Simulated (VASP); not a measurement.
# Hf in VASP: a series of runs

Hf is run at these levels: PBE; tasks: single point, relaxation of cell and atoms.

All numbers are computed with VASP 6.6.1; they aren't measurements. Logs are shortened: lines on timing, memory, paths and dates and some standing lists are left out, and cuts for length are marked.

**1. The cell of the first run**

The structure is cubic, space group Im-3m (No. 229). Conventional cell: a = 3.550 Å, b = 3.550 Å, c = 3.550 Å, α = 90.00°, β = 90.00°, γ = 90.00°. Within 4.0 Å of Hf (site symmetry m-3m) lie 14 Hf at 3.07 to 3.55 Å.

**2. Single point, PBE**

Contents of INCAR:

```
  ALGO = Fast
  EDIFF = 1E-6
  ENCUT = 520
  GGA = PE
  ISIF = 2
  ISMEAR = 0
  LASPH = True
  LCHARG = False
  LREAL = False
  LWAVE = False
  NBANDS = 11
  NELM = 60
  PREC = Accurate
  SIGMA = 0.1
```

Contents of KPOINTS:

```
k-points
0
Gamma
  6 6 6
```

Contents of POSCAR:

```
Hf
1.0
   -1.7749165777      1.7749165777      1.7749165777
    1.7749165777     -1.7749165777      1.7749165777
    1.7749165777      1.7749165777     -1.7749165777
Hf
1
Direct
    0.0000000000      0.0000000000      0.0000000000
```

Potentials or basis: VASP PAW PBE potentials, release 64 (Hf_pv).

Run with:

```sh
cat potpaw_PBE.64/Hf_pv/POTCAR > POTCAR
mpirun -np 1 vasp_std > vasp.out
```

OUTCAR:

```text
EDIFF = 1E-6
   ENCUT = 520
   GGA = PE
   ISIF = 2
   ISMEAR = 0
   LASPH = True
   LREAL = False
   NELM = 60
   PREC = Accurate

 ion  position               nearest neighbor table
   1  0.000  0.000  0.000-

  LATTYP: Found a body centered cubic cell.
 ALAT       =     3.5498331554

  Lattice vectors:

 A1 = (  -1.7749165777,   1.7749165777,   1.7749165777)
 A2 = (   1.7749165777,  -1.7749165777,   1.7749165777)
 A3 = (   1.7749165777,   1.7749165777,  -1.7749165777)

Analysis of symmetry for initial positions (statically):
=====================================================================
 Subroutine PRICEL returns:
 Original cell was already a primitive cell.

 Routine SETGRP: Setting up the symmetry group for a
 body centered cubic supercell.

 Subroutine GETGRP returns: Found 48 space group operations
 (whereof 48 operations were pure point group operations)
 out of a pool of 48 trial point group operations.

The static configuration has the point symmetry O_h .

Analysis of symmetry for dynamics (positions and initial velocities):
=====================================================================
 Subroutine PRICEL returns:
 Original cell was already a primitive cell.

 Routine SETGRP: Setting up the symmetry group for a
 body centered cubic supercell.

 Subroutine GETGRP returns: Found 48 space group operations
 (whereof 48 operations were pure point group operations)
 out of a pool of 48 trial point group operations.

The dynamic configuration has the point symmetry O_h .

 Subroutine INISYM returns: Found 48 space group operations
 (whereof 48 operations are pure point group operations),
 and found     1 'primitive' translations

----------------------------------------------------------------------------------------

                                     Primitive cell

  volume of cell :      22.3663

  direct lattice vectors                    reciprocal lattice vectors
    -1.774916578  1.774916578  1.774916578     0.000000000  0.281703380  0.281703380
     1.774916578 -1.774916578  1.774916578     0.281703380  0.000000000  0.281703380
     1.774916578  1.774916578 -1.774916578     0.281703380  0.281703380  0.000000000

  length of vectors
     3.074245692  3.074245692  3.074245692     0.398388741  0.398388741  0.398388741

  position of ions in fractional coordinates (direct lattice)
     0.000000000  0.000000000  0.000000000

  ion indices of the primitive-cell ions
   primitive index   ion index
                 1           1

----------------------------------------------------------------------------------------

 KPOINTS: k-points

Automatic generation of k-mesh.
 Grid dimensions read from file:
 generate k-points for:    6    6    6

 Generating k-lattice:

  Cartesian coordinates                     Fractional coordinates (reciprocal lattice)
     0.000000000  0.046950563  0.046950563     0.166666667  0.000000000  0.000000000
     0.046950563  0.000000000  0.046950563     0.000000000  0.166666667  0.000000000
     0.046950563  0.046950563  0.000000000     0.000000000  0.000000000  0.166666667

  Length of vectors
     0.066398124  0.066398124  0.066398124

  Shift w.r.t. Gamma in fractional coordinates (k-lattice)
     0.000000000  0.000000000  0.000000000

 Subroutine IBZKPT returns following result:
 ===========================================

 Found     16 irreducible k-points:

 Following reciprocal coordinates:
            Coordinates               Weight
  0.000000  0.000000  0.000000      1.000000
  0.166667  0.000000  0.000000     12.000000
  0.333333  0.000000  0.000000     12.000000
  0.500000  0.000000  0.000000      6.000000
  0.166667  0.166667  0.000000     24.000000
  0.333333  0.166667 -0.000000     48.000000
[... 8 lines left out ...]
  0.500000  0.500000  0.333333     12.000000
  0.500000  0.500000  0.500000      1.000000
   k-points           NKPTS =     16   k-points in BZ     NKDIM =     16   number of bands    NBANDS=     11
   number of dos      NEDOS =    301   number of ions     NIONS =      1
   total plane-waves  NPLWV =  13824
   dimension x,y,z NGX =    24 NGY =   24 NGZ =   24
   dimension x,y,z NGXF=    48 NGYF=   48 NGZF=   48
   ions per type =               1
   NGX,Y,Z   is equivalent  to a cutoff of  12.98, 12.98, 12.98 a.u.
   NGXF,Y,Z  is equivalent  to a cutoff of  25.96, 25.96, 25.96 a.u.
 SYSTEM =  unknown system
   PREC   = accura    normal or accurate (medium, high low for compatibility)
   ISTART =      0    job   : 0-new  1-cont  2-samecut
   ICHARG =      2    charge: 1-file 2-atom 10-const
   ISPIN  =      1    spin polarized calculation?
   LNONCOLLINEAR =      F non collinear calculations
   LSORBIT =      F    spin-orbit coupling
   LASPH  =      T    aspherical Exc in radial PAW
   ENCUT  =  520.0 eV  38.22 Ry    6.18 a.u.   5.72  5.72  5.72*2*pi/ulx,y,z
   NELM   =     60;   NELMIN=  2; NELMDL= -5     # of ELM steps
   EDIFF  = 0.1E-05   stopping-criterion for ELM
   LREAL  =      F    real-space projection
   EDIFFG = 0.1E-04   stopping-criterion for IOM
   NSW    =      0    number of steps for IOM
   IBRION =     -1    ionic relax: 0-MD 1-quasi-New 2-CG
   NFREE  =      0    steps in history (QN), initial steepest desc. (CG)
   ISIF   =      2    stress and relaxation
   ISYM   =      2    0-nonsym 1-usesym 2-fastsym
   POTIM  = 0.5000    time-step for ionic-motion
   TEBEG  =    0.0;   TEEND  =   0.0 temperature during run
   PSTRESS=    0.0 pullay stress
   NELECT =      10.0000    total number of electrons
   NUPDOWN=      -1.0000    fix difference up-down
   EMIN   =  10.00;   EMAX   =-10.00  energy-range for DOS
   EFERMI =   0.00;   METHOD = LEGACY
   ISMEAR =     0;   SIGMA  =   0.10  broadening in eV -4-tet -1-fermi 0-gaus
   EFERMI_NEDOS =   21; number of points for ismear=-14 and -15
   IALGO  =     68    algorithm
   IMIX   =      4    mixing-type and parameters
     AMIX     =   0.40;   BMIX     =  1.00
     AMIX_MAG =   1.60;   BMIX_MAG =  1.00
  volume/ion in A,a.u.               =      22.37       150.94
  Fermi-wavevector in a.u.,A,eV,Ry     =   1.251825  2.365606 21.321219  1.567065
  Thomas-Fermi vector in A             =   2.385754
   LORBIT       =      0    0 simple, 1 ext, 2 COOP (PROOUT), +10 PAW based schemes
   GGA     = PE    functional components
   LHFCALC =     F    Hartree Fock is set to
   AEXX    =    0.0000 exact exchange contribution
   IVDW    =     0    specifies the selected vdW correction
   LEPSILON=     F    determine dielectric tensor
   LRPA    =     F    only Hartree local field effects (RPA)
 non-spin polarized calculation
 RMM-DIIS sequential band-by-band and
 Gauss-broadening in eV      SIGMA  =   0.10
  energy-cutoff  :      520.00
  volume of cell :       22.37
 maximum number of plane-waves:       614
   NGX = 11   NGY = 11   NGZ = 11

 number of electron      10.0000001 magnetization

 Free energy of the ion-electron system (eV)
  ---------------------------------------------------
  ext. energy  EPLUGINS =         0.00000000
  ---------------------------------------------------
  free energy    TOTEN  =        -9.72236012 eV

  energy without entropy =       -9.70895441  energy(sigma->0) =       -9.71565726

 E-fermi :   4.6347     XC(G=0): -11.2849

 val. band max:        4.4937025307   @ k =   0.3333   0.0000   0.0000
 cond. band min:       4.6553138145   @ k =   0.1667   0.1667   0.0000
 fundamental gap:      0.1616112838
 Fermi energy:         4.6346546719

 k-point     1 :       0.0000    0.0000    0.0000
  band No.  band energies     occupation
      1     -25.2629      2.00000
      2     -25.2629      2.00000
      3     -25.2629      2.00000
      4      -2.4600      2.00000
      5       6.1037      0.00000
      6       6.1037      0.00000
      7       6.1037      0.00000
      8       8.8835      0.00000
      9       8.8835      0.00000
     10      17.8649      0.00000
     11      17.8649      0.00000

 k-point     2 :       0.1667    0.0000    0.0000
  band No.  band energies     occupation
      1     -25.4787      2.00000
      2     -25.3308      2.00000
      3     -25.2639      2.00000
      4      -1.4856      2.00000
      5       5.4807      0.00000
      6       5.6800      0.00000
      7       7.0982      0.00000
      8       8.2865      0.00000
      9       8.9094      0.00000
     10      18.4918      0.00000
     11      19.6410      0.00000

 k-point     3 :       0.3333    0.0000    0.0000
  band No.  band energies     occupation
      1     -25.8867      2.00000
      2     -25.4638      2.00000
      3     -25.2658      2.00000
      4       0.5250      2.00000
      5       4.4937      1.95378
      6       4.8749      0.00068
      7       8.6639      0.00000
      8       9.2767      0.00000
      9       9.7945      0.00000
     10      16.6425      0.00000
     11      17.0157      0.00000

 k-point     4 :       0.5000    0.0000    0.0000
  band No.  band energies     occupation
      1     -26.0804      2.00000
      2     -25.5290      2.00000
      3     -25.2668      2.00000
      4       1.2038      2.00000
      5       4.0826      2.00000
      6       5.6421      0.00000
      7       8.7132      0.00000
      8       9.7142      0.00000
      9      12.1807      0.00000
     10      14.7565      0.00000
     11      15.0577      0.00000

 k-point     5 :       0.1667    0.1667    0.0000
  band No.  band energies     occupation
      1     -25.7559      2.00000
      2     -25.4183      2.00000
      3     -25.3122      2.00000
      4       0.1419      2.00000
      5       4.6553      0.77016
      6       4.8788      0.00055
      7       8.0081      0.00000
      8       9.1028      0.00000
      9       9.4760      0.00000
     10      17.6142      0.00000
     11      19.2908      0.00000
[... 99 lines left out ...]
 k-point    13 :      -0.3333    0.5000    0.1667
  band No.  band energies     occupation
      1     -25.9194      2.00000
      2     -25.7360      2.00000
      3     -25.4714      2.00000
      4       2.8688      2.00000
      5       3.3800      2.00000
      6       5.0150      0.00000
      7       8.0583      0.00000
      8       9.3415      0.00000
      9      12.5198      0.00000
     10      14.3932      0.00000
     11      17.2325      0.00000

 k-point    14 :      -0.3333    0.3333    0.3333
  band No.  band energies     occupation
      1     -25.8047      2.00000
      2     -25.6886      2.00000
      3     -25.6886      2.00000
      4       2.4536      2.00000
      5       3.1387      2.00000
      6       7.4034      0.00000
      7       7.4034      0.00000
      8       9.0402      0.00000
      9       9.5813      0.00000
     10      17.9927      0.00000
     11      17.9951      0.00000

 k-point    15 :       0.5000    0.5000    0.3333
  band No.  band energies     occupation
      1     -25.8983      2.00000
      2     -25.7612      2.00000
      3     -25.6995      2.00000
      4       2.4827      2.00000
      5       2.6505      2.00000
      6       7.5611      0.00000
      7       7.8061      0.00000
      8      11.5462      0.00000
      9      11.7492      0.00000
     10      13.6657      0.00000
     11      15.1850      0.00000

 k-point    16 :       0.5000    0.5000    0.5000
  band No.  band energies     occupation
      1     -25.8362      2.00000
      2     -25.8362      2.00000
      3     -25.8362      2.00000
      4       2.0043      2.00000
      5       2.0043      2.00000
      6      11.3528      0.00000
      7      11.3528      0.00000
      8      11.3528      0.00000
      9      11.8057      0.00000
     10      11.8057      0.00000
     11      11.8057      0.00000

------------------------ aborting loop because EDIFF is reached ----------------------------------------

  FORCE on cell =-STRESS in cart. coord.  units (eV):
  Direction    XX          YY          ZZ          XY          YZ          ZX
  --------------------------------------------------------------------------------------
  -------------------------------------------------------------------------------------
  Total       -0.0905510     -0.0905510     -0.0905510      0.0000000     -0.0000000      0.0000000
  in kB       -6.4864919     -6.4864919     -6.4864919      0.0000000     -0.0000000      0.0000000
  external PRESSURE =      -6.4864919 kB  Pullay stress =       0.0000000 kB

 VOLUME and BASIS-vectors are now :
 -----------------------------------------------------------------------------
  energy-cutoff  :      520.00
  volume of cell :       22.37
      direct lattice vectors                 reciprocal lattice vectors
    -1.774916578  1.774916578  1.774916578     0.000000000  0.281703380  0.281703380
     1.774916578 -1.774916578  1.774916578     0.281703380  0.000000000  0.281703380
     1.774916578  1.774916578 -1.774916578     0.281703380  0.281703380  0.000000000

 POSITION                                       TOTAL-FORCE (eV/Angst)
 -----------------------------------------------------------------------------------
      0.00000      0.00000      0.00000         0.000000      0.000000      0.000000
 -----------------------------------------------------------------------------------
    total drift:                                0.000000      0.000000      0.000000

  FREE ENERGIE OF THE ION-ELECTRON SYSTEM (eV)
  ---------------------------------------------------
  free  energy   TOTEN  =        -9.7223601171 eV

  energy  without entropy=       -9.7089544090  energy(sigma->0) =       -9.71565726
```

It took 2.7 s on 1 thread of Intel Xeon 6975P-C (Granite Rapids), shared host; peak memory 0.13 GiB.

What came out:

- Free energy: -9.7224 eV
- Pressure: -0.6 GPa
- Band gap on the k mesh: zero (band 5 reaches 6.10 eV, above the bottom of band 6 at 3.96 eV)

Caveat: the k points lie up to 0.42 Å⁻¹ apart; spin-orbit coupling is left out, which moves the levels of the heavy elements.

(Continued in part 2 of 3.)
